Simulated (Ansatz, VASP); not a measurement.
**NaH: VASP beside Ansatz**

File POSCAR:

```
NaH
1.0
    0.0000000000      2.3383711659      2.2920714168
    2.3383711659      0.0000000000      2.2920714168
    2.3383711659      2.3383711659      0.0000000000
Na H
1 1
Direct
    0.0000000000      0.0000000000      0.0000000000
    0.5000000000      0.5000000000      0.5000000000
```

Contents of INCAR.step1:

```
ALGO = Normal
EDIFF = 1E-4
ENCUT = 520
GGA = PE
ISMEAR = -1
LASPH = True
LCHARG = False
LREAL = False
LWAVE = True
NBANDS = 11
NELM = 100
PREC = Accurate
SIGMA = 0.2
```

The input INCAR.step2:

```
ALGO = Normal
EDIFF = 1E-7
ENCUT = 520
ISIF = 2
ISMEAR = -1
ISTART = 1
LASPH = True
LCHARG = False
LMIXTAU = True
LREAL = False
LWAVE = False
METAGGA = R2SCAN
NBANDS = 11
NELM = 100
PREC = Accurate
SIGMA = 0.2
```

The input KPOINTS:

```
k-points
0
Gamma
  10 10 10
```

Input for Ansatz:

```yaml
crystal:
  lattice:
    - [0.0, 2.3383711659, 2.2920714168]
    - [2.3383711659, 0.0, 2.2920714168]
    - [2.3383711659, 2.3383711659, 0.0]
  atoms:
    - { symbol: Na, position: [0.0, 0.0, 0.0] }
    - { symbol: H, position: [0.5, 0.5, 0.5] }
basis:
  ecutwfc: 520.0
kpoints:
  mp_grid: { grid: [10, 10, 10] }
hamiltonian:
  xc: r2scan
scf:
  occupations: { method: fermi_dirac, width: 0.2 }
output:
  forces: true
  stress: true
  eigenvalues: true
```

Alike in both runs: task single point; functional r2SCAN; k mesh 10 × 10 × 10; occupations fermi-dirac, width 0.2 eV; no spin polarisation.

|  | VASP | Ansatz |
| --- | --- | --- |
| version | VASP 6.6.1 | Ansatz 0.2.0 |
| potentials or method | VASP PAW PBE potentials, release 64 (Na_pv, H), cutoff 520 eV | scalar-relativistic, plane waves, PAW |
| valence electrons in the cell | 8 | 10 |

```csv
,VASP,Ansatz,Ansatz less VASP
gap on the k mesh at the Fermi level (eV),4.58,4.57,-0.012
least direct gap on the mesh (eV),5.47,5.48,+0.014
pressure (GPa),2.6,2.8,+0.16
"traceless stress, the component that is largest in VASP (GPa)",0.65,0.74,+0.090
```

VASP's potentials were made for PBE, not for r2SCAN. VASP's potentials hold 8 valence electrons a cell and Ansatz's 10, so a difference there can come from the potentials and not from the codes.
